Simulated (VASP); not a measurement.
Wanted: the native input for a VASP 6.6.1 run.

* Task: single point
* Functional: PBEsol
* Potentials or basis: VASP PAW PBE potentials, release 64 (Al, Cu)
* Cutoff: 520 eV
* k mesh: 10 × 10 × 10
* Occupations: gaussian, width 0.15 eV
* Spin: no spin polarisation
* Dipole correction: no
* Further INCAR settings: ALGO = Fast; EDIFF = 1e-07; NBANDS = 26

The structure of Al2Cu lies in POSCAR:

```
Al2Cu
1.0
   -3.0564500000      3.0564500000      2.5103500000
    3.0564500000     -3.0564500000      2.5103500000
    3.0564500000      3.0564500000     -2.5103500000
Al Cu
4 2
Direct
    0.1593210787      0.6593210787      0.8186421574
    0.6593210787      0.8406789213      0.5000000000
    0.8406789213      0.3406789213      0.1813578426
    0.3406789213      0.1593210787      0.5000000000
    0.7500000000      0.7500000000      0.0000000000
    0.2500000000      0.2500000000      0.0000000000
```

The input as run:

INCAR

```
ALGO = Fast
EDIFF = 1E-7
ENCUT = 520
GGA = PS
ISIF = 2
ISMEAR = 0
LASPH = T
LCHARG = T
LELF = T
LREAL = F
LVHAR = T
LWAVE = F
NBANDS = 26
NELM = 80
PREC = Accurate
SIGMA = 0.15
```

KPOINTS

```
k-points
0
Gamma
  10 10 10
```

Potentials or basis: VASP PAW PBE potentials, release 64 (Al, Cu).

Command:

```console
$ cat potpaw_PBE.64/Al/POTCAR potpaw_PBE.64/Cu/POTCAR > POTCAR
$ mpirun -np 1 vasp_std > vasp.out
```

It gave:

```yaml
Pressure: -7.0 GPa
Largest_force: 0.088 eV/Å
Band_gap_on_the_k_mesh: zero (bands 17 and 18 overlap by 4.02 eV)
```

Caveat: the cell stands under tension; the PAW data sets were made with another functional, which shifts forces and pressure a little.

Wall time 4.6 min on 1 thread of AMD EPYC 9R45 96-Core Processor (Zen 5) (shared host), peak memory 0.35 GiB.
